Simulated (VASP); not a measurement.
A run of VASP 6.6.1 is set up as follows.

The input INCAR:

```
PREC     = Accurate       # precision mode
ENCUT    = 520            # plane-wave cutoff, eV
EDIFF    = 1E-6           # SCF threshold, eV
ISMEAR   = -1             # smearing method
SIGMA    = 0.1            # smearing width, eV
LREAL    = False          # projectors in reciprocal space
LASPH    = True           # aspherical terms in the spheres
NELM     = 60             # most SCF steps
ALGO     = Normal         # electronic algorithm
ISIF     = 2              # what is computed and relaxed
LWAVE    = False          # write WAVECAR
LCHARG   = False          # write CHGCAR
GGA      = RP             # functional
NBANDS   = 13             # bands
```

The input KPOINTS:

```
regular mesh
0
Gamma
  24 24 24
```

POSCAR

```
Ru
1.0
   -1.5353265948      1.5353265948      1.5353265948
    1.5353265948     -1.5353265948      1.5353265948
    1.5353265948      1.5353265948     -1.5353265948
Ru
1
Direct
    0.0000000000      0.0000000000      0.0000000000
```

Potentials or basis: VASP PAW PBE potentials, release 64 (Ru_pv).

Launch:

```sh
$ cat potpaw_PBE.64/Ru_pv/POTCAR > POTCAR
$ mpirun -np 1 vasp_std > vasp.out
```

Task: Predict the pressure.

Result: 0.0 GPa.

Task: Predict the band gap on the k mesh.

Result: Zero (band 7 reaches 13.64 eV, above the bottom of band 8 at 10.19 eV).

Caveat: the PAW data sets were made with another functional, which shifts forces and pressure a little.
